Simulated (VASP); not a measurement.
Set up this calculation in VASP 6.6.1, as the native input.

```
Task                   : single point
Functional             : PBE
Potentials or basis    : VASP PAW PBE potentials, release 64 (Al, H)
Cutoff                 : 520 eV
k mesh                 : 5 × 4 × 1
Occupations            : gaussian, width 0.1 eV
Spin                   : no spin polarisation
Dipole correction      : yes
Further INCAR settings : LREAL = Auto; ALGO = Normal; EDIFF = 1e-06; NBANDS = 40
```

The structure of Al8H lies in POSCAR:

```
Al8H
1.0
    5.7135165837      0.0000000000      0.0000000000
    0.0000000000      8.0801326415      0.0000000000
    0.0000000000      0.0000000000     22.2432786975
Al H
16 2
Direct
    0.2500000000      0.2500000000      0.1798296040
    0.2500000000      0.7500000000      0.1798296040
    0.7500000000      0.2500000000      0.1798296040
    0.7500000000      0.7500000000      0.1798296040
    0.0000000000      0.0000000000      0.2440458181
    0.0000000000      0.5000000000      0.2440458181
    0.5000000000      0.0000000000      0.2440458181
    0.5000000000      0.5000000000      0.2440458181
    0.2500000000      0.2500000000      0.3102598702
    0.2500000000      0.7500000000      0.3102598702
    0.7500000000      0.2500000000      0.3102598702
    0.7500000000      0.7500000000      0.3102598702
    0.0000000000      0.0000000000      0.3705963860
    0.0000000000      0.5000000000      0.3705963860
    0.5000000000      0.0000000000      0.3705963860
    0.5000000000      0.5000000000      0.3705963860
    0.2500000000      0.2097778880      0.4195999531
    0.2500000000      0.2902221120      0.4195999531
```

The input as run:

INCAR

```
SYSTEM = Al8H
  ALGO = Normal
  DIPOL = 0.5 0.5 0.292
  EDIFF = 1E-6
  ENCUT = 520
  GGA = PE
  IDIPOL = 3
  ISIF = 2
  ISMEAR = 0
  LASPH = .TRUE.
  LCHARG = .TRUE.
  LDIPOL = .TRUE.
  LELF = .TRUE.
  LREAL = Auto
  LVACPOTAV = .TRUE.
  LVHAR = .TRUE.
  LWAVE = .FALSE.
  NBANDS = 40
  NELM = 80
  PREC = Accurate
  SIGMA = 0.1
```

KPOINTS

```
k-points
0
G
  5 4 1
  0 0 0
```

Potentials or basis: VASP PAW PBE potentials, release 64 (Al, H).

Run with:

```sh
$ cat potpaw_PBE.64/Al/POTCAR potpaw_PBE.64/H/POTCAR > POTCAR
$ mpirun -np 1 vasp_std > vasp.out
```

It gave:

```
Largest force          : 5.580 eV/Å
Band gap on the k mesh : zero (bands 25 and 26 overlap by 0.52 eV)
```

It took 20 min on 1 thread of Intel Xeon 8259CL (shared host), peak memory 0.9 GiB.
